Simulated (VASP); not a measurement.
# Fe (I4_1/amd) in VASP: single point with PBEsol

Aim: the single point of Fe with PBEsol.

Everything below comes from runs of VASP 6.6.1. Logs are shortened: lines on timing, memory, paths and dates and some standing lists are left out, and cuts for length are marked.

### 1 The cell of the first run

Symmetry: I4_1/amd, No. 141, tetragonal system. The conventional cell has a = 4.434 Å, b = 4.434 Å, c = 2.385 Å, α = 90.00°, β = 90.00°, γ = 90.00°. Fe (site symmetry -4m2) has 10 Fe at 2.30 to 2.85 Å within 3.0 Å.

### 2 Single point, PBEsol, collinear spin, ferromagnetic start

Input file INCAR:

```
SYSTEM = Fe
PREC = Accurate
ENCUT = 520
EDIFF = 1E-7
ISMEAR = -1
SIGMA = 0.1
LREAL = .FALSE.
LASPH = .TRUE.
NELM = 150
ALGO = Normal
ISIF = 2
LWAVE = .FALSE.
LCHARG = .TRUE.
ISPIN = 2
MAGMOM = 2.5 2.5
LORBIT = 11
LMAXMIX = 4
GGA = PS
LELF = .TRUE.
LVHAR = .TRUE.
NBANDS = 19
```

Input file KPOINTS:

```
Automatic mesh
0
G
  18 18 18
  0 0 0
```

Input file POSCAR:

```
Fe
1.0
   -2.2168663189      2.2168663189      1.1923191982
    2.2168663189     -2.2168663189      1.1923191982
    2.2168663189      2.2168663189     -1.1923191982
Fe
2
Direct
   -0.3750000000     -0.1250000000     -0.2500000000
    0.3750000000      0.1250000000      0.2500000000
```

Potentials or basis: VASP PAW PBE potentials, release 64 (Fe).

On the command line:

```sh
$ cat potpaw_PBE.64/Fe/POTCAR > POTCAR
$ mpirun -np 1 vasp_std > vasp.out
```

OUTCAR:

```text
SYSTEM = Fe
   PREC = Accurate
   ENCUT = 520
   EDIFF = 1E-7
   ISMEAR = -1
   LREAL = .FALSE.
   LASPH = .TRUE.
   NELM = 150
   ISIF = 2
   ISPIN = 2
   LORBIT = 11
   GGA = PS

 ion  position               nearest neighbor table
   1  0.625  0.875  0.750-   2 2.30   2 2.30   2 2.30   2 2.30   2 2.85   2 2.85   2 2.85   2 2.85

   2  0.375  0.125  0.250-   1 2.30   1 2.30   1 2.30   1 2.30   1 2.85   1 2.85   1 2.85   1 2.85

  LATTYP: Found a body centered tetragonal cell.
 ALAT       =     4.4337326378
 C/A-ratio  =     0.5378399176

  Lattice vectors:

 A1 = (  -2.2168663189,   2.2168663189,   1.1923191982)
 A2 = (   2.2168663189,  -2.2168663189,   1.1923191982)
 A3 = (   2.2168663189,   2.2168663189,  -1.1923191982)

Analysis of symmetry for initial positions (statically):
=====================================================================
 Subroutine PRICEL returns:
 Original cell was already a primitive cell.

 Routine SETGRP: Setting up the symmetry group for a
 body centered tetragonal supercell.

 Subroutine GETGRP returns: Found 16 space group operations
 (whereof  4 operations were pure point group operations)
 out of a pool of 16 trial point group operations.

The static configuration has the point symmetry C_2h.
 The point group associated with its full space group is D_4h.

Analysis of symmetry for dynamics (positions and initial velocities):
=====================================================================
 Subroutine PRICEL returns:
 Original cell was already a primitive cell.

 Routine SETGRP: Setting up the symmetry group for a
 body centered tetragonal supercell.

 Subroutine GETGRP returns: Found 16 space group operations
 (whereof  4 operations were pure point group operations)
 out of a pool of 16 trial point group operations.

The dynamic configuration has the point symmetry C_2h.
 The point group associated with its full space group is D_4h.

Analysis of structural, dynamic, and magnetic symmetry:
=====================================================================
 Subroutine PRICEL returns:
 Original cell was already a primitive cell.

 Routine SETGRP: Setting up the symmetry group for a
 body centered tetragonal supercell.

 Subroutine GETGRP returns: Found 16 space group operations
 (whereof  4 operations were pure point group operations)
 out of a pool of 16 trial point group operations.

The overall configuration has the point symmetry C_2h.
 The point group associated with its full space group is D_4h.

 Subroutine INISYM returns: Found 16 space group operations
 (whereof  4 operations are pure point group operations),
 and found     1 'primitive' translations

----------------------------------------------------------------------------------------

                                     Primitive cell

  volume of cell :      23.4386

  direct lattice vectors                    reciprocal lattice vectors
    -2.216866319  2.216866319  1.192319198     0.000000000  0.225543595  0.419350792
     2.216866319 -2.216866319  1.192319198     0.225543595  0.000000000  0.419350792
     2.216866319  2.216866319 -1.192319198     0.225543595  0.225543595  0.000000000

  length of vectors
     3.354194035  3.354194035  3.354194035     0.476156487  0.476156487  0.318966811

  position of ions in fractional coordinates (direct lattice)
     0.625000000  0.875000000  0.750000000
     0.375000000  0.125000000  0.250000000

  ion indices of the primitive-cell ions
   primitive index   ion index
                 1           1
                 2           2

----------------------------------------------------------------------------------------

 KPOINTS: Automatic mesh

Automatic generation of k-mesh.
 Grid dimensions read from file:
 generate k-points for:   18   18   18

 Generating k-lattice:

  Cartesian coordinates                     Fractional coordinates (reciprocal lattice)
     0.000000000  0.012530200  0.023297266     0.055555556  0.000000000  0.000000000
     0.012530200  0.000000000  0.023297266     0.000000000  0.055555556  0.000000000
     0.012530200  0.012530200  0.000000000     0.000000000  0.000000000  0.055555556

  Length of vectors
     0.026453138  0.026453138  0.017720378

  Shift w.r.t. Gamma in fractional coordinates (k-lattice)
     0.000000000  0.000000000  0.000000000

 Subroutine IBZKPT returns following result:
 ===========================================

 Found    480 irreducible k-points:

 Following reciprocal coordinates:
            Coordinates               Weight
  0.000000  0.000000  0.000000      1.000000
  0.055556 -0.000000  0.000000      8.000000
  0.111111 -0.000000  0.000000      8.000000
  0.166667  0.000000  0.000000      8.000000
  0.222222 -0.000000  0.000000      8.000000
  0.277778  0.000000  0.000000      8.000000
[... 16 lines left out ...]
 -0.277778  0.055556  0.000000     16.000000
 -0.222222  0.055556  0.000000     16.000000
 [... further k-points ...]
   k-points           NKPTS =    480   k-points in BZ     NKDIM =    480   number of bands    NBANDS=     19
   number of dos      NEDOS =    301   number of ions     NIONS =      2
   total plane-waves  NPLWV =  21952
   dimension x,y,z NGX =    28 NGY =   28 NGZ =   28
   dimension x,y,z NGXF=    56 NGYF=   56 NGZF=   56
   ions per type =               2
   NGX,Y,Z   is equivalent  to a cutoff of  13.88, 13.88, 13.88 a.u.
   NGXF,Y,Z  is equivalent  to a cutoff of  27.76, 27.76, 27.76 a.u.
 SYSTEM =  Fe
   PREC   = accura    normal or accurate (medium, high low for compatibility)
   ISTART =      0    job   : 0-new  1-cont  2-samecut
   ICHARG =      2    charge: 1-file 2-atom 10-const
   ISPIN  =      2    spin polarized calculation?
   LNONCOLLINEAR =      F non collinear calculations
   LSORBIT =      F    spin-orbit coupling
   LASPH  =      T    aspherical Exc in radial PAW
   ENCUT  =  520.0 eV  38.22 Ry    6.18 a.u.   6.24  6.24  6.24*2*pi/ulx,y,z
   NELM   =    150;   NELMIN=  2; NELMDL= -5     # of ELM steps
   EDIFF  = 0.1E-06   stopping-criterion for ELM
   LREAL  =      F    real-space projection
   EDIFFG = 0.1E-05   stopping-criterion for IOM
   NSW    =      0    number of steps for IOM
   IBRION =     -1    ionic relax: 0-MD 1-quasi-New 2-CG
   NFREE  =      0    steps in history (QN), initial steepest desc. (CG)
   ISIF   =      2    stress and relaxation
   ISYM   =      2    0-nonsym 1-usesym 2-fastsym
   POTIM  = 0.5000    time-step for ionic-motion
   TEBEG  =    0.0;   TEEND  =   0.0 temperature during run
   PSTRESS=    0.0 pullay stress
   NELECT =      16.0000    total number of electrons
   NUPDOWN=      -1.0000    fix difference up-down
   EMIN   =  10.00;   EMAX   =-10.00  energy-range for DOS
   EFERMI =   0.00;   METHOD = LEGACY
   ISMEAR =    -1;   SIGMA  =   0.10  broadening in eV -4-tet -1-fermi 0-gaus
   EFERMI_NEDOS =   21; number of points for ismear=-14 and -15
   IALGO  =     38    algorithm
   IMIX   =      4    mixing-type and parameters
     AMIX     =   0.40;   BMIX     =  1.00
     AMIX_MAG =   1.60;   BMIX_MAG =  1.00
  volume/ion in A,a.u.               =      11.72        79.09
  Fermi-wavevector in a.u.,A,eV,Ry     =   1.441466  2.723975 28.270503  2.077823
  Thomas-Fermi vector in A             =   2.560095
   LORBIT       =     11    0 simple, 1 ext, 2 COOP (PROOUT), +10 PAW based schemes
   GGA     = PS    functional components
   LHFCALC =     F    Hartree Fock is set to
   AEXX    =    0.0000 exact exchange contribution
   IVDW    =     0    specifies the selected vdW correction
   LEPSILON=     F    determine dielectric tensor
   LRPA    =     F    only Hartree local field effects (RPA)
 spin polarized calculation
  energy-cutoff  :      520.00
  volume of cell :       23.44
 maximum number of plane-waves:       645
 NGX is ok and might be reduce to    28
   NGX = 13   NGY = 13   NGZ = 13

 number of electron      16.0000002 magnetization       4.2851273

 Free energy of the ion-electron system (eV)
  ---------------------------------------------------
  ext. energy  EPLUGINS =         0.00000000
  ---------------------------------------------------
  free energy    TOTEN  =       -16.72158467 eV

  energy without entropy =      -16.63739264  energy(sigma->0) =      -16.67948865

 E-fermi :   5.6706     XC(G=0): -13.0399

 val. band max:        5.6701683642   @ k =  -0.0556  -0.3333   0.0556
 cond. band min:       5.6706302915   @ k =   0.2222   0.2222   0.1111
 fundamental gap:      0.0004619273
 Fermi energy:         5.6705897734

 spin component 1

 k-point     1 :       0.0000    0.0000    0.0000
  band No.  band energies     occupation
      1      -2.9354      1.00000
      2       0.3021      1.00000
      3       1.7508      1.00000
      4       2.0515      1.00000
      5       2.4991      1.00000
      6       4.4427      1.00000
[... 11 lines left out ...]
     18      30.9480      0.00000
     19      31.4400      0.00000
[... 485 lines left out ...]
 k-point    24 :      -0.2222    0.0556    0.0000
  band No.  band energies     occupation
      1      -1.7317      1.00000
      2       0.7921      1.00000
      3       1.9177      1.00000
      4       2.4969      1.00000
      5       2.8505      1.00000
      6       3.4705      1.00000
[... 11 lines left out ...]
     18      24.8929      0.00000
     19      27.4788      0.00000

 [... further k-points ...]

 spin component 2

 k-point     1 :       0.0000    0.0000    0.0000
  band No.  band energies     occupation
      1      -2.5792      1.00000
      2       2.0030      1.00000
      3       3.1416      1.00000
      4       3.5375      1.00000
      5       4.1231      1.00000
      6       6.8550      0.00001
[... 11 lines left out ...]
     18      31.4421      0.00000
     19      31.8654      0.00000
[... 485 lines left out ...]
 k-point    24 :      -0.2222    0.0556    0.0000
  band No.  band energies     occupation
      1      -1.3626      1.00000
      2       2.5180      1.00000
      3       3.3391      1.00000
      4       4.0830      1.00000
      5       4.4981      0.99999
      6       5.6028      0.66336
[... 11 lines left out ...]
     18      25.4618      0.00000
     19      28.2007      0.00000

 [... further k-points ...]

------------------------ aborting loop because EDIFF is reached ----------------------------------------

  FORCE on cell =-STRESS in cart. coord.  units (eV):
  Direction    XX          YY          ZZ          XY          YZ          ZX
  --------------------------------------------------------------------------------------
  -------------------------------------------------------------------------------------
  Total        0.2021708      0.2021708      0.2205806     -0.0000000     -0.0000000     -0.0000000
  in kB       13.8196604     13.8196604     15.0780930     -0.0000000     -0.0000000     -0.0000000
  external PRESSURE =      14.2391379 kB  Pullay stress =       0.0000000 kB

 VOLUME and BASIS-vectors are now :
 -----------------------------------------------------------------------------
  energy-cutoff  :      520.00
  volume of cell :       23.44
      direct lattice vectors                 reciprocal lattice vectors
    -2.216866319  2.216866319  1.192319198     0.000000000  0.225543595  0.419350792
     2.216866319 -2.216866319  1.192319198     0.225543595  0.000000000  0.419350792
     2.216866319  2.216866319 -1.192319198     0.225543595  0.225543595  0.000000000

 POSITION                                       TOTAL-FORCE (eV/Angst)
 -----------------------------------------------------------------------------------
      2.21687      1.10843      0.89424        -0.000000      0.000000     -0.000000
      0.00000      1.10843      0.29808         0.000000     -0.000000      0.000000
 -----------------------------------------------------------------------------------
    total drift:                                0.000000      0.000000     -0.000000

  FREE ENERGIE OF THE ION-ELECTRON SYSTEM (eV)
  ---------------------------------------------------
  free  energy   TOTEN  =       -16.7215846658 eV

  energy  without entropy=      -16.6373926400  energy(sigma->0) =      -16.67948865

 total charge

# of ion       s       p       d       tot
------------------------------------------
    1        0.515   0.507   6.320   7.341
    2        0.515   0.507   6.320   7.341
--------------------------------------------------
tot          1.030   1.013  12.640  14.683

 magnetization (x)

# of ion       s       p       d       tot
------------------------------------------
    1        0.001  -0.007   2.126   2.120
    2        0.001  -0.007   2.126   2.120
--------------------------------------------------
tot          0.001  -0.013   4.251   4.239
```

Wall time 11 min (1 thread of Intel Xeon Platinum 8259CL at 2.50GHz (Skylake/Cascade Lake), shared host); peak memory 0.41 GiB.

What came out:

```yaml
Free_energy: -16.7216 eV
Pressure: 1.4 GPa
Net_moment: 4.29 μB per cell
Site_moments: Fe +2.12 μB
Valence_electrons_inside_the_program's_atomic_spheres: Fe 7.34
```

Stress tensor (GPa, compression positive):
```
1.38 0.00 0.00
0.00 1.38 0.00
0.00 0.00 1.51
```

Caveat: the PAW data sets were made with another functional, which shifts forces and pressure a little.
